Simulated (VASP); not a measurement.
## ScAl3: elastic constants with PBEsol

Crystal: ScAl3.

```
Sc Al
1.0
     4.08781    0.00000    0.00000
     0.00000    4.08781    0.00000
     0.00000    0.00000    4.08781
Sc Al
1 3
Direct
  0.00000 0.00000 0.00000
  0.50000 0.50000 0.00000
  0.00000 0.50000 0.50000
  0.50000 0.00000 0.50000
```

| Quantity | Value |
| --- | --- |
| Program | VASP 6.6.1 |
| Task | elastic constants |
| Functional | PBEsol |
| Potentials or basis | VASP PAW PBE potentials, release 64 (Sc_sv, Al) |
| Cutoff | 600 eV |
| k mesh | 5 × 5 × 5 |
| Occupations | fermi-dirac, width 0.05 eV |
| Spin | no spin polarisation |
| Dipole correction | no |
| Ions in elastic constants | relaxed |
| Further INCAR settings | ALGO = Normal; EDIFF = 1e-08; IBRION = 6; POTIM = 0.015; NSW = 1; ISIF = 3 |

* Elastic constants C11, C12, C44: 170, 49, 79 GPa
* Voigt bulk modulus: 89 GPa
* Highest phonon frequency at Γ, LO-TO splitting left out: 340 cm⁻¹

Phonon frequencies in cm⁻¹ (negative: imaginary):
| q point | frequencies |
| --- | --- |
| (0.000, 0.000, 0.000) | 0 0 0 236 236 236 259 259 259 340 340 340 |

Elastic tensor in Voigt notation (GPa, in the Cartesian axes of the cell as first typed):
```
170  49  49   0   0   0
 49 170  49   0   0   0
 49  49 170   0   0   0
  0   0   0  79   0   0
  0   0   0   0  79   0
  0   0   0   0   0  79
```

Clamped-ion elastic tensor (GPa):
```
170  49  49   0   0   0
 49 170  49   0   0   0
 49  49 170   0   0   0
  0   0   0  79   0   0
  0   0   0   0  79   0
  0   0   0   0   0  79
```

Run time: 16 min on 1 thread of Oxide Virtual Turin-like Processor, on a shared host, peak memory 0.23 GiB.

Caveat: the cell is under stress, which shifts elastic constants; the PAW data sets were made with another functional, which shifts forces and pressure a little.
